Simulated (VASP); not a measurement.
# Rb7MnO8 (a cell with a defect) in VASP: single point with LDA+U

Aim: the single point of Rb7MnO8 (a cell with a defect) with LDA+U.

Everything below comes from runs of VASP 6.6.1. Logs are shortened: lines on timing, memory, paths and dates and some standing lists are left out, and cuts for length are marked.

## Step 1: The cell of the first run

The cell holds a defect, 16 atoms: a = 8.402 Å, b = 5.983 Å, c = 7.075 Å, α = 90.00°, β = 90.00°, γ = 90.00°.

## Step 2: Single point, LDA+U, collinear spin, ferromagnetic start

The input, INCAR:

```
SYSTEM = Rb7MnO8
PREC = Accurate ; ENCUT = 520
EDIFF = 1E-6 ; ISMEAR = -1
SIGMA = 0.05 ; LREAL = Auto
LASPH = .True. ; NELM = 200
ALGO = Normal ; ISIF = 2
LWAVE = .False. ; LCHARG = .False.
ISPIN = 2 ; MAGMOM = 4.5 0 0 0 0 0 0 0 0 0 0 0 0 0 0 0
LORBIT = 11 ; LMAXMIX = 4
LDAU = .True. ; LDAUTYPE = 2
LDAUL = 2 -1 -1 ; LDAUU = 3.6 0 0
LDAUJ = 0 0 0 ; LDAUPRINT = 1
NBANDS = 81 ; GGA_COMPAT = .False.
```

The input, KPOINTS:

```
regular mesh
0
Gamma
  2 2 2
  0 0 0
```

The input, POSCAR:

```
Rb7MnO8
1.0
    8.4020000000      0.0000000000      0.0000000000
    0.0000000000      5.9830000000      0.0000000000
    0.0000000000      0.0000000000      7.0750000000
Mn Rb O
1 7 8
Direct
    0.9983360700      0.0125265000      0.2593442600
    0.5036256100      0.9976074200      0.2461665700
    0.9923699500      0.0042229100      0.7513017000
    0.5033078300      0.9962090900      0.7459111500
    0.2477463400      0.4964081300      0.7593156300
    0.7591077300      0.4992675700      0.7511118400
    0.2506119800      0.5039093700      0.2454397400
    0.7505755700      0.5007934200      0.2545945100
    0.2452438600      0.1088393800      0.5035794000
    0.7463563800      0.1317495900      0.5053170900
    0.2491496900      0.8773070000      0.5110054700
    0.7447299100      0.8709022400      0.5058079200
    0.9999040000      0.6221712600      0.9994135300
    0.4963802600      0.6113800500      0.0036540900
    0.9922271300      0.3781259700      0.0046710100
    0.4989461900      0.3703699800      0.9944856800
```

Potentials or basis: VASP PAW LDA potentials, release 64 (Mn_sv, Rb_sv, O).

Run with:

```console
$ cat potpaw_LDA.64/Mn_sv/POTCAR potpaw_LDA.64/Rb_sv/POTCAR potpaw_LDA.64/O/POTCAR > POTCAR
$ mpirun -np 1 vasp_std > vasp.out
```

OUTCAR:

```text
SYSTEM = Rb7MnO8
   PREC = Accurate
   ENCUT = 520
   EDIFF = 1E-6
   ISMEAR = -1
   LREAL = Auto
   LASPH = .True.
   NELM = 200
   ISIF = 2
   ISPIN = 2
   LORBIT = 11

 ion  position               nearest neighbor table
   1  0.998  0.013  0.259-   3 3.48   8 3.59   3 3.60   7 3.63   8 3.70   7 3.71   2 4.16   2 4.25

   2  0.504  0.998  0.246-  12 2.84  16 2.85  10 2.86  14 2.88   9 2.91  11 2.93   4 3.54   4 3.54
                             8 3.63   7 3.64   8 3.66   7 3.70   1 4.16   1 4.25   5 5.04   5 5.05
   3  0.992  0.004  0.751-  10 2.81   9 2.82  12 2.83  11 2.85  15 2.87  13 2.88   1 3.48   6 3.55
                             1 3.60   6 3.60   5 3.64   5 3.72   4 4.11   4 4.29   8 5.03   8 5.05
   4  0.503  0.996  0.746-  12 2.75  10 2.78  11 2.80   9 2.85  16 2.85  14 2.94   2 3.54   2 3.54
                             6 3.67   5 3.68   5 3.68   6 3.70   3 4.11   3 4.29   8 5.02   8 5.05
   5  0.248  0.496  0.759-  13 2.79  16 2.79  14 2.80  15 2.85  11 2.88   9 2.94   7 3.44   7 3.64
                             3 3.64   4 3.68   4 3.68   3 3.72   6 4.11   6 4.30   2 5.04   2 5.05
   6  0.759  0.499  0.751-  15 2.75  13 2.78  10 2.81  12 2.82  16 2.89  14 2.92   8 3.51   3 3.55
                             8 3.56   3 3.60   4 3.67   4 3.70   5 4.11   5 4.30   2 5.08   2 5.09
   7  0.251  0.504  0.245-  14 2.76  13 2.82  16 2.85  15 2.86  11 2.92   9 2.99   5 3.44   1 3.63
                             5 3.64   2 3.64   2 3.70   1 3.71   8 4.20   8 4.20   4 5.07   4 5.07
   8  0.751  0.501  0.255-  15 2.79  10 2.83  12 2.84  14 2.86  13 2.86  16 2.91   6 3.51   6 3.56
                             1 3.59   2 3.63   2 3.66   1 3.70   7 4.20   7 4.20   4 5.02   3 5.03
   9  0.245  0.109  0.504-  11 1.39   3 2.82   4 2.85   2 2.91   5 2.94   7 2.99
  10  0.746  0.132  0.505-  12 1.56   4 2.78   6 2.81   3 2.81   8 2.83   2 2.86
  11  0.249  0.877  0.511-   9 1.39   4 2.80   3 2.85   5 2.88   7 2.92   2 2.93
  12  0.745  0.871  0.506-  10 1.56   4 2.75   6 2.82   3 2.83   2 2.84   8 2.84
  13  1.000  0.622  0.999-  15 1.46   6 2.78   5 2.79   7 2.82   8 2.86   3 2.88
  14  0.496  0.611  0.004-  16 1.44   7 2.76   5 2.80   8 2.86   2 2.88   6 2.92   4 2.94
  15  0.992  0.378  0.005-  13 1.46   6 2.75   8 2.79   5 2.85   7 2.86   3 2.87
  16  0.499  0.370  0.994-  14 1.44   5 2.79   4 2.85   7 2.85   2 2.85   6 2.89   8 2.91

  LATTYP: Found a simple orthorhombic cell.
 ALAT       =     5.9830000000
 B/A-ratio  =     1.1825171319
 C/A-ratio  =     1.4043122180

  Lattice vectors:

 A1 = (   0.0000000000,   5.9830000000,   0.0000000000)
 A2 = (   0.0000000000,   0.0000000000,   7.0750000000)
 A3 = (   8.4020000000,   0.0000000000,   0.0000000000)

Analysis of symmetry for initial positions (statically):
=====================================================================
 Subroutine PRICEL returns:
 Original cell was already a primitive cell.

 Routine SETGRP: Setting up the symmetry group for a
 simple orthorhombic supercell.

 Subroutine GETGRP returns: Found  1 space group operations
 (whereof  1 operations were pure point group operations)
 out of a pool of  8 trial point group operations.

The static configuration has the point symmetry C_1 .

[... 227 lines left out ...]
 Fermi energy:         1.6061480922

 spin component 1

 k-point     1 :       0.0000    0.0000    0.0000
  band No.  band energies     occupation
      1     -80.6057      1.00000
      2     -49.8474      1.00000
      3     -49.8054      1.00000
      4     -49.7629      1.00000
      5     -25.4279      1.00000
      6     -25.3426      1.00000
[... 613 lines left out ...]
     74       5.5424      0.00000
     75       6.2198      0.00000
 Fermi energy:         1.6061480922

 spin component 2

 k-point     1 :       0.0000    0.0000    0.0000
  band No.  band energies     occupation
      1     -75.8732      1.00000
      2     -45.1956      1.00000
      3     -45.1748      1.00000
      4     -45.1503      1.00000
      5     -25.4250      1.00000
      6     -25.3404      1.00000
[... 613 lines left out ...]
     74       5.8228      0.00000
     75       6.2484      0.00000
 [bands above 75 left out]

------------------------ aborting loop because EDIFF is reached ----------------------------------------

  FORCE on cell =-STRESS in cart. coord.  units (eV):
  Direction    XX          YY          ZZ          XY          YZ          ZX
  --------------------------------------------------------------------------------------
  -------------------------------------------------------------------------------------
  Total       -9.0885091     -2.6796040     -9.2317064     -0.2871284      0.0376818      0.0401606
  in kB      -40.9425705    -12.0712730    -41.5876560     -1.2934767      0.1697517      0.1809183
  external PRESSURE =     -31.5338332 kB  Pullay stress =       0.0000000 kB

 VOLUME and BASIS-vectors are now :
 -----------------------------------------------------------------------------
  energy-cutoff  :      520.00
  volume of cell :      355.65
      direct lattice vectors                 reciprocal lattice vectors
     8.402000000  0.000000000  0.000000000     0.119019281  0.000000000  0.000000000
     0.000000000  5.983000000  0.000000000     0.000000000  0.167140231  0.000000000
     0.000000000  0.000000000  7.075000000     0.000000000  0.000000000  0.141342756

 POSITION                                       TOTAL-FORCE (eV/Angst)
 -----------------------------------------------------------------------------------
      8.38802      0.07495      1.83486         0.095697      0.088079      0.840368
      4.23146      5.96869      1.74163        -0.103655     -0.019587      0.169580
      8.33789      0.02527      5.31546         0.130962     -0.111790     -0.055278
      4.22879      5.96032      5.27732        -0.134711      0.022911     -0.032436
      2.08156      2.97001      5.37216         0.061275      0.011104      0.073800
      6.37802      2.98712      5.31412        -0.255015      0.025195      0.318449
[... 8 lines left out ...]
      8.33669      2.26233      0.03305         0.101523     -0.749101      0.116858
      4.19215      2.21592      7.03599         0.067707     -1.048340     -0.040140
 -----------------------------------------------------------------------------------
    total drift:                               -0.014881     -0.001115      0.015479

  FREE ENERGIE OF THE ION-ELECTRON SYSTEM (eV)
  ---------------------------------------------------
  free  energy   TOTEN  =       -73.5251868746 eV

  energy  without entropy=      -73.5202996260  energy(sigma->0) =      -73.52274325

 total charge

# of ion       s       p       d       tot
------------------------------------------
    1        2.215   5.952   4.599  12.767
    2        1.940   5.329   0.047   7.316
    3        1.942   5.328   0.051   7.321
    4        1.941   5.329   0.053   7.323
    5        1.940   5.329   0.052   7.322
    6        1.940   5.329   0.052   7.322
[... 8 lines left out ...]
   15        1.567   3.293   0.000   4.860
   16        1.556   3.330   0.000   4.887
--------------------------------------------------
tot         28.291  69.722   4.957 102.971

 magnetization (x)

# of ion       s       p       d       tot
------------------------------------------
    1        0.160   0.008   4.416   4.584
    2        0.001   0.001   0.000   0.002
    3        0.004   0.007   0.002   0.013
    4        0.001   0.001   0.001   0.003
    5        0.000   0.001   0.001   0.001
    6        0.000   0.001   0.001   0.001
[... 8 lines left out ...]
   15        0.010   0.073   0.000   0.082
   16        0.000   0.003   0.000   0.003
--------------------------------------------------
tot          0.195   0.306   4.421   4.921
```

OSZICAR:

```text
N       E                     dE             d eps       ncg     rms          rms(c)
DAV:   1     0.101986856107E+04    0.10199E+04   -0.61255E+04  3386   0.199E+03
DAV:   2     0.367436845516E+02   -0.98312E+03   -0.93855E+03  3093   0.413E+02
DAV:   3    -0.764003150239E+02   -0.11314E+03   -0.11107E+03  3571   0.143E+02
[... 11 lines left out ...]
DAV:  15    -0.735252827247E+02    0.20541E-03   -0.65939E-04  4264   0.139E-01    0.765E-02
DAV:  16    -0.735251830096E+02    0.99715E-04   -0.31738E-04  4048   0.101E-01    0.387E-02
DAV:  17    -0.735251851035E+02   -0.20939E-05   -0.16615E-04  4024   0.702E-02    0.265E-02
DAV:  18    -0.735251885646E+02   -0.34611E-05   -0.35433E-05  3616   0.249E-02    0.183E-02
DAV:  19    -0.735251869429E+02    0.16218E-05   -0.76704E-06  3192   0.180E-02    0.666E-03
DAV:  20    -0.735251868746E+02    0.68283E-07   -0.28437E-06  2568   0.112E-02
   1 F= -.73525187E+02 E0= -.73522743E+02  d E =-.488725E-02  mag=     5.9904
```

stdout:

```text
POSCAR found type information on POSCAR MnRbO
 POSCAR found :  3 types and      16 ions
 scaLAPACK will be used
 LDA part: xc-table for (Slater(with rela. corr.)+CA(PZ))
 , standard interpolation
 POSCAR, INCAR and KPOINTS ok, starting setup
 FFT: planning ... GRIDC
 FFT: planning ... GRID_SOFT
 FFT: planning ... GRID
 WAVECAR not read
 entering main loop
```

Wall time 9.2 min (1 thread of Intel Xeon Platinum 8559C (Emerald Rapids), shared host); peak memory 0.53 GiB.

What came out:

```
Free energy                                           : -73.5252 eV
Pressure                                              : -3.2 GPa
Largest force                                         : 2.851 eV/Å
Band gap on the k mesh                                : 0.33 eV
Net moment                                            : 5.99 μB per cell
Site moments                                          : Mn +4.58; Rb +0.00, +0.01 (each value once); O +0.05, +0.03, +0.08, +0.00 (each value once) μB
Valence electrons inside the program's atomic spheres : Mn 12.77; Rb 7.32; O 4.90, 4.82, 4.91, 4.83, 4.86, 4.89 (each value once)
```

Forces on the atoms (eV/Å):
```
Mn   0.096  0.088  0.840
Rb  -0.104 -0.020  0.170
Rb   0.131 -0.112 -0.055
Rb  -0.135  0.023 -0.032
Rb   0.061  0.011  0.074
Rb  -0.255  0.025  0.318
Rb  -0.049 -0.057 -0.071
Rb  -0.065  0.050 -0.340
O   -0.466  2.770 -0.490
O    0.338 -1.301 -0.311
O   -0.161 -2.772 -0.067
O    0.341  1.280 -0.220
O   -0.025  0.647  0.117
O    0.123  1.165 -0.009
O    0.102 -0.749  0.117
O    0.068 -1.048 -0.040
```

Levels at points of the mesh, in eV from the valence-band top:
Spin up:
```csv
k point,band 63,band 64,band 65,band 66,band 67,band 68,band 69,band 70
"(0.00, 0.00, 0.00)",-0.42,-0.24,-0.20,-0.03,2.06,2.17,2.37,2.56
"(0.50, 0.00, 0.00)",-0.43,-0.27,-0.20,-0.04,1.65,2.41,2.44,2.54
"(0.00, 0.50, 0.00)",-0.36,-0.32,-0.31,-0.21,1.41,2.57,2.60,2.88
"(0.50, 0.50, 0.00)",-0.39,-0.35,-0.32,-0.15,1.82,2.12,2.33,2.84
"(0.00, 0.00, 0.50)",-0.35,-0.30,-0.13,-0.12,2.03,2.19,2.40,2.78
"(0.50, 0.00, 0.50)",-0.36,-0.35,-0.13,-0.12,1.95,2.18,2.43,2.64
"(0.00, 0.50, 0.50)",-0.37,-0.32,-0.31,-0.06,1.80,2.08,2.75,2.85
"(0.50, 0.50, 0.50)",-0.39,-0.36,-0.33,-0.04,1.97,2.30,2.41,2.45
```
Spin down:
| k point | band 58 | band 59 | band 60 | band 61 | band 62 | band 63 |
| --- | --- | --- | --- | --- | --- | --- |
| (0.00, 0.00, 0.00) | -0.22 | -0.17 | 0.00 | 0.33 | 1.49 | 1.58 |
| (0.50, 0.00, 0.00) | -0.28 | -0.18 | -0.02 | 0.62 | 1.54 | 1.55 |
| (0.00, 0.50, 0.00) | -0.32 | -0.29 | -0.26 | 0.46 | 1.41 | 1.59 |
| (0.50, 0.50, 0.00) | -0.38 | -0.35 | -0.28 | 0.64 | 1.62 | 1.67 |
| (0.00, 0.00, 0.50) | -0.31 | -0.12 | -0.10 | 0.71 | 1.56 | 1.64 |
| (0.50, 0.00, 0.50) | -0.34 | -0.13 | -0.10 | 0.77 | 1.55 | 1.57 |
| (0.00, 0.50, 0.50) | -0.34 | -0.29 | -0.27 | 0.80 | 1.63 | 1.71 |
| (0.50, 0.50, 0.50) | -0.38 | -0.36 | -0.30 | 0.85 | 1.68 | 1.72 |

Eigenvalues of the final occupation matrices:
```
    site  spin  trace               eigenvalues
site 1 d     1   4.53  0.90 0.90 0.91 0.91 0.91
site 1 d     2   0.09  0.00 0.01 0.01 0.03 0.04
```

Caveat: the k points lie up to 0.53 Å⁻¹ apart.
